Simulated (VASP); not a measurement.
Mg2C3, 5 atoms in the cell. The structure is monoclinic, space group C2/m (No. 12). The conventional cell has a = 4.797 Å, b = 4.655 Å, c = 4.978 Å, α = 90.00°, β = 104.03°, γ = 90.00°. Within 3.5 Å of Mg (site symmetry m) lie 11 C at 2.23 to 3.44 Å and 9 Mg at 3.01 to 3.34 Å. C (site symmetry m) has 1 C at 1.33 Å within 1.8 Å. C (site symmetry 2/m) has 2 C at 1.33 Å within 1.8 Å. 

| Quantity | Value |
| --- | --- |
| Program | VASP 6.6.1 |
| Task | single point |
| Functional | PBEsol |
| Potentials or basis | VASP PAW PBE potentials, release 64 (Mg, C) |
| Cutoff | 520 eV |
| k mesh | 8 × 8 × 6 |
| Occupations | gaussian, width 0.02 eV |
| Spin | no spin polarisation |
| Dipole correction | no |
| Further INCAR settings | ALGO = Normal; EDIFF = 1e-07; NBANDS = 16 |

Potentials or basis: VASP PAW PBE potentials, release 64 (Mg, C).

Launch:

```console
$ cat potpaw_PBE.64/Mg/POTCAR potpaw_PBE.64/C/POTCAR > POTCAR
$ mpirun -np 1 vasp_std > vasp.out
```

Hardware: 1 thread of Intel Xeon 8259CL, with other jobs on the host.

**Question.** How long does it take, and how much memory?

**Answer.** It took 2.3 min on 1 thread of Intel Xeon 8259CL, on a shared host, peak memory 0.24 GiB. Counts: scf iterations 14, k points 114.
